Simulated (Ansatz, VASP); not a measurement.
Two plane-wave programs on Si2Mo

```
CELL_PARAMETERS angstrom
-1.54415 1.54415 3.93661
1.54415 -1.54415 3.93661
1.54415 1.54415 -3.93661
ATOMIC_POSITIONS crystal
Si 0.33510 0.33510 0.00000
Si 0.66490 0.66490 0.00000
Mo 0.00000 0.00000 0.00000
```

Change from the starting cell: mode 7 frozen in at +0.000 Å, equal normal strain along x and y -0.0400.

Alike in both runs: task single point; functional PBE; k mesh 18 × 18 × 18; occupations gaussian, width 0.15 eV; no spin polarisation.

|  | VASP | Ansatz |
| --- | --- | --- |
| version | VASP 6.6.1 | Ansatz 0.2.0 |
| potentials or method | VASP PAW PBE potentials, release 64 (Si, Mo_sv), cutoff 520 eV | scalar-relativistic, plane waves, PAW |
| valence electrons in the cell | 22 | 22 |

|  | VASP | Ansatz | Ansatz less VASP |
| --- | --- | --- | --- |
| gap on the k mesh at the Fermi level (eV) | none | none | - |
| pressure (GPa) | 19.9 | 19.7 | -0.18 |
| traceless stress, the component that is largest in VASP (GPa) | -10.19 | -10.16 | +0.028 |
| rms of the force components (eV/Å) | 0.095 | 0.091 | -0.0039 |

Atom by atom the forces differ by 0.004 eV/Å (rms over components). A gap of «none» marks a metal or a gap that the smearing closes.
